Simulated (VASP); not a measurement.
Here is a VASP 6.6.1 calculation.

INCAR

```
SYSTEM = Sb
  ALGO = Normal
  DIPOL = 0.5 0.5 0.500
  EDIFF = 1E-6
  ENCUT = 520
  GGA = PS
  IDIPOL = 3
  ISIF = 2
  ISMEAR = -1
  LASPH = .True.
  LCHARG = .False.
  LDIPOL = .True.
  LREAL = .False.
  LWAVE = .False.
  NBANDS = 14
  NELM = 100
  PREC = Accurate
  SIGMA = 0.1
```

KPOINTS

```
k-points
0
Gamma
  11 11 1
  0 0 0
```

POSCAR

```
Sb
1.0
    3.3338465369      0.0000000000      0.0000000000
    0.0000000000      3.3338465369      0.0000000000
    0.0000000000      0.0000000000     20.7148000000
Sb
3
Direct
    0.0000000000      0.0000000000      0.3920229357
    0.5000000000      0.5000000000      0.4999999993
    0.0000000000      0.0000000000      0.6079770651
```

Potentials or basis: VASP PAW PBE potentials, release 64 (Sb).

Command:

```console
$ cat potpaw_PBE.64/Sb/POTCAR > POTCAR
$ mpirun -np 1 vasp_std > vasp.out
```

(1) Predict the largest force.

Answers

(1) 0.004 eV/Å.

Caveat: the PAW data sets were made with another functional, which shifts forces and pressure a little.
